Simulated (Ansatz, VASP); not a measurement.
## HgGe3: VASP beside Ansatz

```
Ge Hg
1.0
     4.38401    0.00000    0.00000
     0.00000    4.38401    0.00000
     0.00000    0.00000    4.38401
Ge Hg
3 1
Direct
  0.00000 0.50000 0.50000
  0.50000 0.00000 0.50000
  0.50000 0.50000 0.00000
  0.00000 0.00000 0.00000
```

Alike in both runs: functional PBE; k mesh 4 × 4 × 4; occupations gaussian, width 0.1 eV; no spin polarisation.

Ansatz relaxed the structure, and its values are those at the end. VASP's run is a single point on that final structure, the one shown.

|  | VASP | Ansatz |
| --- | --- | --- |
| version | VASP 6.6.1 | Ansatz 0.2.0 |
| potentials or method | VASP PAW PBE potentials, release 64 (Ge_d, Hg), cutoff 520 eV | scalar-relativistic, plane waves, PAW |
| valence electrons in the cell | 54 | 62 |

|  | VASP | Ansatz | Ansatz less VASP |
| --- | --- | --- | --- |
| gap on the k mesh at the Fermi level (eV) | none | none | - |
| pressure (GPa) | 0.1 | -0.1 | -0.18 |

A gap of «none» marks a metal or a gap that the smearing closes. VASP's potentials hold 54 valence electrons a cell and Ansatz's 62, so a difference there can come from the potentials and not from the codes.

Spin-orbit coupling is off throughout.
